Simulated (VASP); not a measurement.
# Re in VASP: a series of runs, part 2 of 3

VASP 6.6.1. Earlier steps stand in the parts before.

## Step 3: Electric field gradients, LDA (16.33 Å³/atom)

This run uses another cell than the first one, of 16.33 Å³/atom.

File INCAR:

```
SYSTEM = Re
PREC = Accurate
ENCUT = 520
EDIFF = 1E-8
ISMEAR = -1
SIGMA = 0.03
LREAL = .False.
LASPH = .True.
NELM = 80
ALGO = Normal
ISIF = 2
LWAVE = .False.
LCHARG = .False.
GGA = CA
LEFG = .True.
NBANDS = 10
```

File KPOINTS:

```
Automatic mesh
0
Gamma
  14 14 14
  0 0 0
```

File POSCAR:

```
Re
1.0
    0.0000000000      2.0137353243      2.0137353243
    2.0137353243      0.0000000000      2.0137353243
    2.0137353243      2.0137353243      0.0000000000
Re
1
Direct
    0.0000000000      0.0000000000      0.0000000000
```

Potentials or basis: VASP PAW LDA potentials, release 64 (Re).

Launch:

```console
cat potpaw_LDA.64/Re/POTCAR > POTCAR
mpirun -np 1 vasp_std > vasp.out
```

OUTCAR:

```text
SYSTEM = Re
   PREC = Accurate
   ENCUT = 520
   EDIFF = 1E-8
   ISMEAR = -1
   LREAL = .False.
   LASPH = .True.
   NELM = 80
   ISIF = 2
   GGA = CA

 ion  position               nearest neighbor table
   1  0.000  0.000  0.000-

  LATTYP: Found a face centered cubic cell.
 ALAT       =     4.0274706486

  Lattice vectors:

 A1 = (   0.0000000000,   2.0137353243,   2.0137353243)
 A2 = (   2.0137353243,   0.0000000000,   2.0137353243)
 A3 = (   2.0137353243,   2.0137353243,   0.0000000000)

Analysis of symmetry for initial positions (statically):
=====================================================================
 Subroutine PRICEL returns:
 Original cell was already a primitive cell.

 Routine SETGRP: Setting up the symmetry group for a
 face centered cubic supercell.

 Subroutine GETGRP returns: Found 48 space group operations
 (whereof 48 operations were pure point group operations)
 out of a pool of 48 trial point group operations.

The static configuration has the point symmetry O_h .

Analysis of symmetry for dynamics (positions and initial velocities):
=====================================================================
 Subroutine PRICEL returns:
 Original cell was already a primitive cell.

 Routine SETGRP: Setting up the symmetry group for a
 face centered cubic supercell.

 Subroutine GETGRP returns: Found 48 space group operations
 (whereof 48 operations were pure point group operations)
 out of a pool of 48 trial point group operations.

The dynamic configuration has the point symmetry O_h .

 Subroutine INISYM returns: Found 48 space group operations
 (whereof 48 operations are pure point group operations),
[... 148 lines left out ...]

 k-point     1 :       0.0000    0.0000    0.0000
  band No.  band energies     occupation
      1      -2.4968      2.00000
      2       5.1665      2.00000
      3       5.1665      2.00000
      4       5.1665      2.00000
      5       7.8663      0.00000
      6       7.8663      0.00000
      7      20.7070      0.00000
      8      25.7299      0.00000
      9      25.7299      0.00000
     10      25.7299      0.00000
[... 287 lines left out ...]
 k-point    24 :       0.2857    0.1429    0.0000
  band No.  band energies     occupation
      1       0.1136      2.00000
      2       3.7171      2.00000
      3       5.4294      2.00000
      4       6.2422      2.00000
      5       7.5145      0.00000
      6       8.8310      0.00000
      7      21.5205      0.00000
      8      24.4427      0.00000
      9      26.2582      0.00000
     10      27.0904      0.00000

 [... further k-points ...]
[... 5 lines left out ...]
  --------------------------------------------------------------------------------------
  -------------------------------------------------------------------------------------
  Total       -3.9010592     -3.9010592     -3.9010592      0.0000000      0.0000000      0.0000000
  in kB     -382.6977981   -382.6977981   -382.6977981      0.0000000      0.0000000      0.0000000
  external PRESSURE =    -382.6977981 kB  Pullay stress =       0.0000000 kB

 VOLUME and BASIS-vectors are now :
 -----------------------------------------------------------------------------
  energy-cutoff  :      520.00
  volume of cell :       16.33
      direct lattice vectors                 reciprocal lattice vectors
     0.000000000  2.013735324  2.013735324    -0.248294795  0.248294795  0.248294795
     2.013735324  0.000000000  2.013735324     0.248294795 -0.248294795  0.248294795
     2.013735324  2.013735324  0.000000000     0.248294795  0.248294795 -0.248294795

 POSITION                                       TOTAL-FORCE (eV/Angst)
 -----------------------------------------------------------------------------------
      0.00000      0.00000      0.00000         0.000000      0.000000      0.000000
 -----------------------------------------------------------------------------------
    total drift:                               -0.000000      0.000000      0.000000

  FREE ENERGIE OF THE ION-ELECTRON SYSTEM (eV)
  ---------------------------------------------------
  free  energy   TOTEN  =       -13.4364273129 eV

  energy  without entropy=      -13.4319561310  energy(sigma->0) =      -13.43419172

 Electric field gradients (V/A^2)
---------------------------------------------------------------------
 ion       V_xx      V_yy      V_zz      V_xy      V_xz      V_yz
---------------------------------------------------------------------
   1       0.000    -0.000    -0.000    -0.000    -0.000    -0.000
---------------------------------------------------------------------

 Electric field gradients after diagonalization (V/A^2)
 (convention: |V_zz| > |V_xx| > |V_yy|)
----------------------------------------------------------------------
 ion       V_xx      V_yy      V_zz     asymmetry (V_yy - V_xx)/ V_zz
----------------------------------------------------------------------
   1       0.000     0.000    -0.000       0.000
----------------------------------------------------------------------

           NMR quadrupolar parameters

 Cq : quadrupolar parameter    Cq=e*Q*V_zz/h
 eta: asymmetry parameters     (V_yy - V_xx)/ V_zz
 Q  : nuclear electric quadrupole moment in mb (millibarn)
----------------------------------------------------------------------
 ion       Cq(MHz)       eta       Q (mb)
----------------------------------------------------------------------
   1      -0.000       0.000       1.000
----------------------------------------------------------------------
```

stdout:

```text
POSCAR found type information on POSCAR Re
 POSCAR found :  1 types and       1 ions
 scaLAPACK will be used
 LDA part: xc-table for (Slater(with rela. corr.)+CA(PZ))
 , standard interpolation
 POSCAR, INCAR and KPOINTS ok, starting setup
 FFT: planning ... GRIDC
 FFT: planning ... GRID_SOFT
 FFT: planning ... GRID
 WAVECAR not read
 entering main loop
ion   1
```

Run time: 17 s. Hardware: 1 thread of Intel Xeon 8259CL, shared host; peak memory 0.14 GiB.

What came out:

```yaml
Free_energy: -13.4364 eV
Pressure: -38.3 GPa
Band_gap_on_the_k_mesh: zero (an odd number of electrons rules out a gap without spin polarisation)
Largest_electric_field_gradient_by_atom: zero within the noise of the run
```

Caveat: the cell stands under tension; spin-orbit coupling is left out, which moves the levels of the heavy elements.

## Step 4: Electric field gradients, LDA (16.33 Å³/atom)

This run uses another cell than the first one, of 16.33 Å³/atom.

File INCAR:

```
SYSTEM = Re
  PREC = Accurate
  ENCUT = 520
  EDIFF = 1E-8
  ISMEAR = -1
  SIGMA = 0.03
  LREAL = .False.
  LASPH = .True.
  NELM = 60
  ALGO = Normal
  ISIF = 2
  LWAVE = .False.
  LCHARG = .False.
  LEFG = .True.
  NBANDS = 10
```

KPOINTS is that of step 3.

POSCAR is that of step 3.

Potentials or basis: VASP PAW LDA potentials, release 64 (Re).

Launch:

```console
cat potpaw_LDA.64/Re/POTCAR > POTCAR
mpirun -np 1 vasp_std > vasp.out
```

OUTCAR:

```text
SYSTEM = Re
   PREC = Accurate
   ENCUT = 520
   EDIFF = 1E-8
   ISMEAR = -1
   LREAL = .False.
   LASPH = .True.
   NELM = 60
   ISIF = 2

 ion  position               nearest neighbor table
   1  0.000  0.000  0.000-

  LATTYP: Found a face centered cubic cell.
 ALAT       =     4.0274706486

  Lattice vectors:

 A1 = (   0.0000000000,   2.0137353243,   2.0137353243)
 A2 = (   2.0137353243,   0.0000000000,   2.0137353243)
 A3 = (   2.0137353243,   2.0137353243,   0.0000000000)

Analysis of symmetry for initial positions (statically):
=====================================================================
 Subroutine PRICEL returns:
 Original cell was already a primitive cell.

 Routine SETGRP: Setting up the symmetry group for a
 face centered cubic supercell.

 Subroutine GETGRP returns: Found 48 space group operations
 (whereof 48 operations were pure point group operations)
 out of a pool of 48 trial point group operations.

The static configuration has the point symmetry O_h .
[... 491 lines left out ...]
 -----------------------------------------------------------------------------
  energy-cutoff  :      520.00
  volume of cell :       16.33
      direct lattice vectors                 reciprocal lattice vectors
     0.000000000  2.013735324  2.013735324    -0.248294795  0.248294795  0.248294795
     2.013735324  0.000000000  2.013735324     0.248294795 -0.248294795  0.248294795
     2.013735324  2.013735324  0.000000000     0.248294795  0.248294795 -0.248294795

 POSITION                                       TOTAL-FORCE (eV/Angst)
 -----------------------------------------------------------------------------------
      0.00000      0.00000      0.00000         0.000000      0.000000      0.000000
 -----------------------------------------------------------------------------------
    total drift:                               -0.000000      0.000000      0.000000

  FREE ENERGIE OF THE ION-ELECTRON SYSTEM (eV)
  ---------------------------------------------------
  free  energy   TOTEN  =       -13.4364273129 eV

  energy  without entropy=      -13.4319561310  energy(sigma->0) =      -13.43419172

 Electric field gradients (V/A^2)
---------------------------------------------------------------------
 ion       V_xx      V_yy      V_zz      V_xy      V_xz      V_yz
---------------------------------------------------------------------
   1       0.000    -0.000    -0.000    -0.000    -0.000    -0.000
---------------------------------------------------------------------

 Electric field gradients after diagonalization (V/A^2)
 (convention: |V_zz| > |V_xx| > |V_yy|)
----------------------------------------------------------------------
 ion       V_xx      V_yy      V_zz     asymmetry (V_yy - V_xx)/ V_zz
----------------------------------------------------------------------
   1       0.000     0.000    -0.000       0.000
----------------------------------------------------------------------

           NMR quadrupolar parameters

 Cq : quadrupolar parameter    Cq=e*Q*V_zz/h
 eta: asymmetry parameters     (V_yy - V_xx)/ V_zz
 Q  : nuclear electric quadrupole moment in mb (millibarn)
----------------------------------------------------------------------
 ion       Cq(MHz)       eta       Q (mb)
----------------------------------------------------------------------
   1      -0.000       0.000       1.000
----------------------------------------------------------------------
```

OSZICAR:

```text
N       E                     dE             d eps       ncg     rms          rms(c)
DAV:   1     0.103289961775E+02    0.10329E+02   -0.32522E+03  2740   0.627E+02
DAV:   2    -0.133193818162E+02   -0.23648E+02   -0.21403E+02  2706   0.138E+02
DAV:   3    -0.142815306883E+02   -0.96215E+00   -0.93190E+00  3312   0.388E+01
DAV:   4    -0.142850030936E+02   -0.34724E-02   -0.34660E-02  3254   0.130E+00
DAV:   5    -0.142850064023E+02   -0.33087E-05   -0.33100E-05  2874   0.366E-02    0.248E+01
DAV:   6    -0.136180762578E+02    0.66693E+00   -0.72365E-01  3316   0.127E+01    0.891E+00
DAV:   7    -0.134420585813E+02    0.17602E+00   -0.39845E-01  3312   0.893E+00    0.712E-01
DAV:   8    -0.134369895948E+02    0.50690E-02   -0.23538E-03  2700   0.328E-01    0.213E-01
DAV:   9    -0.134364262233E+02    0.56337E-03   -0.35179E-04  2936   0.111E-01    0.185E-02
DAV:  10    -0.134364273557E+02   -0.11325E-05   -0.12593E-05  2842   0.252E-02    0.981E-03
DAV:  11    -0.134364273896E+02   -0.33846E-07   -0.40127E-07  2796   0.843E-03    0.109E-03
DAV:  12    -0.134364273142E+02    0.75358E-07   -0.78750E-08  2476   0.294E-03    0.897E-04
DAV:  13    -0.134364273129E+02    0.12906E-08   -0.10049E-09  1382   0.233E-04
   1 F= -.13436427E+02 E0= -.13434192E+02  d E =-.447118E-02
```

Wall time 20 s (1 thread of Intel Xeon 8259CL, shared host); peak memory 0.14 GiB.

Results:

```
Free energy                             : -13.4364 eV
Pressure                                : -38.3 GPa
Band gap on the k mesh                  : zero (an odd number of electrons rules out a gap without spin polarisation)
Largest electric field gradient by atom : zero within the noise of the run
```

Caveat: the cell stands under tension; spin-orbit coupling is left out, which moves the levels of the heavy elements.

(Continued in part 3 of 3.)
